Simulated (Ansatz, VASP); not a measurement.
# One calculation of ZrC, two programs

```
Zr C
1.0
     0.00000    2.35554    2.35554
     2.35554    0.00000    2.35554
     2.35554    2.35554    0.00000
Zr C
1 1
Direct
  0.00000 0.00000 0.00000
  0.50000 0.50000 0.50000
```

Alike in both runs: functional r2SCAN; k mesh 8 × 8 × 8; occupations gaussian, width 0.1 eV; no spin polarisation.

Ansatz relaxed the structure, and its values are those at the end. VASP's run is a single point on that final structure, the one shown.

|  | VASP | Ansatz |
| --- | --- | --- |
| version | VASP 6.6.1 | Ansatz 0.2.0 |
| potentials or method | VASP PAW PBE potentials, release 64 (Zr_sv, C), cutoff 660 eV | scalar-relativistic, plane waves, PAW |
| valence electrons in the cell | 16 | 16 |

VASP gave:

| Property | Result |
| --- | --- |
| gap on the k mesh at the Fermi level (eV) | none |
| pressure (GPa) | 0.1 |

Problem. Estimate Ansatz's values.

Solution. gap on the k mesh at the Fermi level (eV): none; pressure (GPa): 0.0.

VASP's potentials were made for PBE, not for r2SCAN. A gap of «none» marks a metal or a gap that the smearing closes.
